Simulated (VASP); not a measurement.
Set up this calculation in VASP 6.6.1, as the native input.

```
Task                   : single point
Functional             : r2SCAN
Dispersion             : D3(BJ)
Potentials or basis    : VASP PAW PBE potentials, release 64 (H, O, C, S)
Cutoff                 : 520 eV
k mesh                 : 1 × 1 × 1
Occupations            : fermi-dirac, width 0.05 eV
Spin                   : no spin polarisation
Dipole correction      : no
Further INCAR settings : LREAL = Auto; ALGO = Normal; EDIFF = 1e-06; NBANDS = 63
```

The system is H2CSO.

```xyz
25
Lattice="7.9817 0.0000 0.0000 0.0000 7.9817 0.0000 0.0000 0.0000 7.9817" Properties=species:S:1:pos:R:3 pbc="T T T"
H     0.0393    4.0241    3.4087
H     0.1793    4.7461    3.2947
H     4.6289    7.1841    5.8917
H     4.1371    7.3629    5.3648
H     1.0518    5.7272    8.2714
H     1.2771    5.1745    8.7214
H     1.2771    7.2659    4.4774
H     1.6766    7.1449    3.8604
H     6.4378    5.3086    6.2143
H     6.7436    5.0623    5.5833
O     1.8117    0.5274   -1.1115
O     4.3008    6.0317    0.3469
O     7.2309    7.6863    0.5832
O     5.7981    2.0133    6.3816
O     3.2602    1.8548    4.4052
C     2.2050    0.7835   -0.0516
C     4.0670    5.6184    1.4028
C     6.8269    7.8034    1.6633
C     6.0911    2.5136    7.3865
C     2.9847    2.7161    5.1270
S     2.7371    1.1430    1.3689
S     3.7516    5.0739    2.8253
S     6.2777    7.9600    3.1096
S     6.4853    3.1868    8.7349
S     2.6151    3.8847    6.0889
```

These files were run (other wordings do the same):

POSCAR

```
H2CSO
1.0
    7.9817290000      0.0000000000      0.0000000000
    0.0000000000      7.9817290000      0.0000000000
    0.0000000000      0.0000000000      7.9817290000
H O C S
10 5 5 5
Direct
    0.0049226783      0.5041599984      0.4270586435
    0.0224611521      0.5946197830      0.4127812961
    0.5799371271      0.9000670766      0.7381515170
    0.5183156619      0.9224754706      0.6721362214
    0.1317749440      0.7175418799      1.0362870283
    0.1600063093      0.6482939992      1.0926740333
    0.1600038637      0.9103202093      0.5609521810
    0.2100514261      0.8951566929      0.4836579115
    0.8065686044      0.6650930903      0.7785708394
    0.8448823935      0.6342318064      0.6995075338
    0.2269862497      0.0660743401     -0.1392544800
    0.5388334341      0.7556945876      0.0434663296
    0.9059277758      0.9629838844      0.0730642602
    0.7264178084      0.2522369946      0.7995248743
    0.4084569950      0.2323843591      0.5519115303
    0.2762515643      0.0981654288     -0.0064633397
    0.5095326990      0.7039043527      0.1757568387
    0.8553149156      0.9776578518      0.2083918147
    0.7631341950      0.3149235900      0.9254290443
    0.3739356922      0.3402920360      0.6423424275
    0.3429222698      0.1431974699      0.1715057240
    0.4700221965      0.6356949299      0.3539649084
    0.7865035153      0.9972731704      0.3895837664
    0.8125192408      0.3992649138      1.0943664147
    0.3276311881      0.4867008843      0.7628511814
```

INCAR.step1

```
ALGO = Normal
EDIFF = 1E-4
ENCUT = 520
GGA = PE
ISMEAR = -1
LASPH = T
LCHARG = F
LREAL = Auto
LWAVE = T
NBANDS = 63
NELM = 60
PREC = Accurate
SIGMA = 0.05
```

INCAR.step2

```
ALGO = Normal
EDIFF = 1E-6
ENCUT = 520
ISIF = 2
ISMEAR = -1
ISTART = 1
IVDW = 12
LASPH = T
LCHARG = F
LMIXTAU = T
LREAL = Auto
LWAVE = F
METAGGA = R2SCAN
NBANDS = 63
NELM = 60
PREC = Accurate
SIGMA = 0.05
VDW_A1 = 0.49484001
VDW_A2 = 5.73083694
VDW_S6 = 1.0
VDW_S8 = 0.78981345
```

KPOINTS

```
k-points
0
Gamma
  1 1 1
```

Potentials or basis: VASP PAW PBE potentials, release 64 (H, O, C, S).

The run is started by

```bash
$ cat potpaw_PBE.64/H/POTCAR potpaw_PBE.64/O/POTCAR potpaw_PBE.64/C/POTCAR potpaw_PBE.64/S/POTCAR > POTCAR
$ cp INCAR.step1 INCAR
$ mpirun -np 1 vasp_gam > vasp.out
$ cp INCAR.step2 INCAR
$ mpirun -np 1 vasp_gam > vasp.out
```

It gave:

* Pressure: 0.1 GPa
* Largest force: 1.192 eV/Å
* Band gap on the k mesh: 5.42 eV
* Dispersion energy per atom: -0.030 eV

Caveat: the k points lie up to 0.79 Å⁻¹ apart; the PAW data sets were made with another functional, which shifts forces and pressure a little.

Run time: 5 min on 1 thread of AMD EPYC 7R43 64-Core Processor (Zen 3) (shared host), peak memory 0.5 GiB.
